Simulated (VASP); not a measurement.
Set up this calculation in VASP 6.6.1, as the native input.

| Quantity | Value |
| --- | --- |
| Task | single point |
| Functional | PBE |
| Potentials or basis | VASP PAW PBE potentials, release 64 (In_d, Se) |
| Cutoff | 520 eV |
| k mesh | 9 × 9 × 3 |
| Occupations | fermi-dirac, width 0.02 eV |
| Spin | no spin polarisation |
| Dipole correction | no |
| Further INCAR settings | ALGO = Normal; EDIFF = 1e-06; NBANDS = 48 |

The structure of InSe lies in POSCAR:

```
InSe
1.0
    4.0901016179      0.0000000000      0.0000000000
   -2.0450508090      3.5421319051      0.0000000000
    0.0000000000      0.0000000000     17.0976346645
In Se
4 4
Direct
    0.6666666667      0.3333333333      0.8430000000
    0.3333333333      0.6666666667      0.3430000000
    0.6666666667      0.3333333333      0.6570000000
    0.3333333333      0.6666666667      0.1570000000
    0.6666666667      0.3333333333      0.3980000000
    0.3333333333      0.6666666667      0.8980000000
    0.6666666667      0.3333333333      0.1020000000
    0.3333333333      0.6666666667      0.6020000000
```

One way to write it, as run:

INCAR

```
PREC = Accurate
ENCUT = 520
EDIFF = 1E-6
ISMEAR = -1
SIGMA = 0.02
LREAL = False
LASPH = True
NELM = 60
ALGO = Normal
ISIF = 2
LWAVE = False
LCHARG = False
GGA = PE
NBANDS = 48
```

KPOINTS

```
regular mesh
0
Gamma
  9 9 3
```

Potentials or basis: VASP PAW PBE potentials, release 64 (In_d, Se).

The run is started by

```sh
$ cat potpaw_PBE.64/In_d/POTCAR potpaw_PBE.64/Se/POTCAR > POTCAR
$ mpirun -np 1 vasp_std > vasp.out
```

Results of the run:

* Pressure: 5.8 GPa
* Largest force: 2.658 eV/Å
* Band gap on the k mesh: zero (bands 38 and 39 overlap by 0.09 eV)

Caveat: the stress differs along the axes, from 1 to 8 GPa; spin-orbit coupling is left out, which moves the levels of the heavy elements; forces of over 1 eV/Å act on the atoms, so gaps and moduli don't describe the material at rest.

It took 5.1 min on 1 thread of Oxide Virtual Turin-like Processor, on a shared host, peak memory 0.43 GiB.
